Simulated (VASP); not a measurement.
# TaC (Fm-3m) in VASP: a series of runs, part 2 of 2

VASP 6.6.1.

## (4) Single point, PBE

Contents of INCAR:

```
  PREC = Accurate
  ENCUT = 600
  EDIFF = 1E-6
  ISMEAR = -1
  SIGMA = 0.0334
  LREAL = False
  LASPH = True
  NELM = 120
  ALGO = Normal
  ISIF = 2
  LWAVE = False
  LCHARG = False
  GGA = PE
  NBANDS = 14
  GGA_COMPAT = False
```

Contents of KPOINTS:

```
regular mesh
0
Gamma
  9 9 9
```

Contents of POSCAR:

```
TaC
1.0
    0.0000000000      2.2029680000      2.2029680000
    2.2029680000      0.0000000000      2.2029680000
    2.2029680000      2.2029680000      0.0000000000
C Ta
1 1
Direct
    0.0000000000      0.0000000000      0.0000000000
    0.5000000000      0.5000000000      0.5000000000
```

Potentials or basis: VASP PAW PBE potentials, release 64 (C, Ta_pv).

Launch:

```bash
> cat potpaw_PBE.64/C/POTCAR potpaw_PBE.64/Ta_pv/POTCAR > POTCAR
> mpirun -np 1 vasp_std > vasp.out
```

OUTCAR:

```text
PREC = Accurate
   ENCUT = 600
   EDIFF = 1E-6
   ISMEAR = -1
   LREAL = False
   LASPH = True
   NELM = 120
   ISIF = 2
   GGA = PE

 ion  position               nearest neighbor table
   1  0.000  0.000  0.000-   2 2.20   2 2.20   2 2.20   2 2.20   2 2.20   2 2.20
   2  0.500  0.500  0.500-   1 2.20   1 2.20   1 2.20   1 2.20   1 2.20   1 2.20

  LATTYP: Found a face centered cubic cell.
 ALAT       =     4.4059360000

  Lattice vectors:

 A1 = (   0.0000000000,   2.2029680000,   2.2029680000)
 A2 = (   2.2029680000,   0.0000000000,   2.2029680000)
 A3 = (   2.2029680000,   2.2029680000,   0.0000000000)

Analysis of symmetry for initial positions (statically):
=====================================================================
 Subroutine PRICEL returns:
 Original cell was already a primitive cell.

 Routine SETGRP: Setting up the symmetry group for a
 face centered cubic supercell.

 Subroutine GETGRP returns: Found 48 space group operations
 (whereof 48 operations were pure point group operations)
 out of a pool of 48 trial point group operations.

The static configuration has the point symmetry O_h .

Analysis of symmetry for dynamics (positions and initial velocities):
=====================================================================
 Subroutine PRICEL returns:
 Original cell was already a primitive cell.

 Routine SETGRP: Setting up the symmetry group for a
 face centered cubic supercell.

 Subroutine GETGRP returns: Found 48 space group operations
 (whereof 48 operations were pure point group operations)
 out of a pool of 48 trial point group operations.

The dynamic configuration has the point symmetry O_h .

 Subroutine INISYM returns: Found 48 space group operations
 (whereof 48 operations are pure point group operations),
 and found     1 'primitive' translations

----------------------------------------------------------------------------------------

                                     Primitive cell

  volume of cell :      21.3823

  direct lattice vectors                    reciprocal lattice vectors
[... 113 lines left out ...]
   LHFCALC =     F    Hartree Fock is set to
   AEXX    =    0.0000 exact exchange contribution
   IVDW    =     0    specifies the selected vdW correction
   LEPSILON=     F    determine dielectric tensor
   LRPA    =     F    only Hartree local field effects (RPA)
 non-spin polarized calculation
  energy-cutoff  :      600.00
  volume of cell :       21.38
 maximum number of plane-waves:       725
 NGX is ok and might be reduce to    28
   NGX = 13   NGY = 13   NGZ = 13

 number of electron      14.9999999 magnetization

 Free energy of the ion-electron system (eV)
  ---------------------------------------------------
  ext. energy  EPLUGINS =         0.00000000
  ---------------------------------------------------
  free energy    TOTEN  =       -22.13549093 eV

  energy without entropy =      -22.12984411  energy(sigma->0) =      -22.13266752

 E-fermi :   8.6944     XC(G=0): -13.3797

 val. band max:        8.6264293295   @ k =  -0.3333   0.4444   0.1111
 cond. band min:       8.7216797995   @ k =   0.4444   0.2222   0.1111
 fundamental gap:      0.0952504700
 Fermi energy:         8.6943823164

 k-point     1 :       0.0000    0.0000    0.0000
  band No.  band energies     occupation
      1     -26.2522      2.00000
      2     -26.2522      2.00000
      3     -26.2522      2.00000
      4      -6.3045      2.00000
      5       7.3330      2.00000
      6       7.3330      2.00000
      7       7.3330      2.00000
      8       8.2596      2.00000
      9       8.2596      2.00000
     10       8.2596      2.00000
     11       9.4212      0.00000
     12       9.4212      0.00000
     13      15.7278      0.00000
     14      18.8204      0.00000
[... 377 lines left out ...]
      1     -26.9491      2.00000
      2     -26.5247      2.00000
      3     -26.5247      2.00000
      4      -4.1504      2.00000
      5       3.8217      2.00000
      6       4.0559      2.00000
      7       6.9034      2.00000
      8       6.9034      2.00000
      9      11.4010      0.00000
     10      13.0774      0.00000
     11      13.0774      0.00000
     12      16.5864      0.00000
     13      17.1256      0.00000
     14      21.2213      0.00000

 [... further k-points ...]
[... 5 lines left out ...]
  --------------------------------------------------------------------------------------
  -------------------------------------------------------------------------------------
  Total        2.3782509      2.3782509      2.3782509      0.0000000      0.0000000      0.0000000
  in kB      178.2024562    178.2024562    178.2024562      0.0000000      0.0000000      0.0000000
  external PRESSURE =     178.2024562 kB  Pullay stress =       0.0000000 kB

 VOLUME and BASIS-vectors are now :
 -----------------------------------------------------------------------------
  energy-cutoff  :      600.00
  volume of cell :       21.38
      direct lattice vectors                 reciprocal lattice vectors
     0.000000000  2.202968000  2.202968000    -0.226966529  0.226966529  0.226966529
     2.202968000  0.000000000  2.202968000     0.226966529 -0.226966529  0.226966529
     2.202968000  2.202968000  0.000000000     0.226966529  0.226966529 -0.226966529

 POSITION                                       TOTAL-FORCE (eV/Angst)
 -----------------------------------------------------------------------------------
      0.00000      0.00000      0.00000         0.000000      0.000000     -0.000000
      2.20297      2.20297      2.20297        -0.000000     -0.000000      0.000000
 -----------------------------------------------------------------------------------
    total drift:                                0.000000      0.000000      0.000000

  FREE ENERGIE OF THE ION-ELECTRON SYSTEM (eV)
  ---------------------------------------------------
  free  energy   TOTEN  =       -22.1354909278 eV

  energy  without entropy=      -22.1298441077  energy(sigma->0) =      -22.13266752
```

stdout:

```text
POSCAR found type information on POSCAR C Ta
 POSCAR found :  2 types and       2 ions
 scaLAPACK will be used
 LDA part: xc-table for (Slater+PW92), standard interpolation
 POSCAR, INCAR and KPOINTS ok, starting setup
 FFT: planning ... GRIDC
 FFT: planning ... GRID_SOFT
 FFT: planning ... GRID
 WAVECAR not read
 entering main loop
```

Run time: 11 s. Hardware: 1 thread of Intel Xeon Platinum 8375C at 2.90GHz (Ice Lake), shared host; peak memory 0.16 GiB.

What came out:

```yaml
Free_energy: -22.1355 eV
Pressure: 17.8 GPa
```

Caveat: spin-orbit coupling is left out, which moves the levels of the heavy elements.
